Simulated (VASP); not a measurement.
A run of VASP 6.6.1:

INCAR

```
SYSTEM = BN
PREC = Accurate ; ENCUT = 520
EDIFF = 1E-7 ; ISMEAR = 0
SIGMA = 0.05 ; LREAL = .False.
LASPH = .True. ; NELM = 60
ALGO = Normal ; ISIF = 2
LWAVE = .False. ; LCHARG = .False.
GGA = PE ; NBANDS = 26
```

File KPOINTS:

```
Automatic mesh
0
Gamma
  6 6 10
  0 0 0
```

POSCAR

```
BN
1.0
    4.3563000000      0.0000000000      0.0000000000
    0.0000000000      4.3563000000      0.0000000000
    0.0000000000      0.0000000000      2.7786000000
B N
4 4
Direct
    0.1742811368      0.8257188632      0.5000000000
    0.3257188632      0.3257188632      0.0000000000
    0.6742811368      0.6742811368      0.0000000000
    0.8257188632      0.1742811368      0.5000000000
    0.8126115048      0.8126115048      0.5000000000
    0.3126115048      0.6873884952      0.0000000000
    0.6873884952      0.3126115048      0.0000000000
    0.1873884952      0.1873884952      0.5000000000
```

Potentials or basis: VASP PAW PBE potentials, release 64 (B, N).

The run is started by

```console
$ cat potpaw_PBE.64/B/POTCAR potpaw_PBE.64/N/POTCAR > POTCAR
$ mpirun -np 1 vasp_std > vasp.out
```

Hardware: 1 thread of Intel(R) Xeon(R) Platinum 8559C (Emerald Rapids), with other jobs on the host.

**Question.** How long does it take, and how much memory?

**Answer.** It took 31 s on 1 thread of Intel(R) Xeon(R) Platinum 8559C (Emerald Rapids), with other jobs on the host, peak memory 0.19 GiB. Counts: scf iterations 14, k points 60.
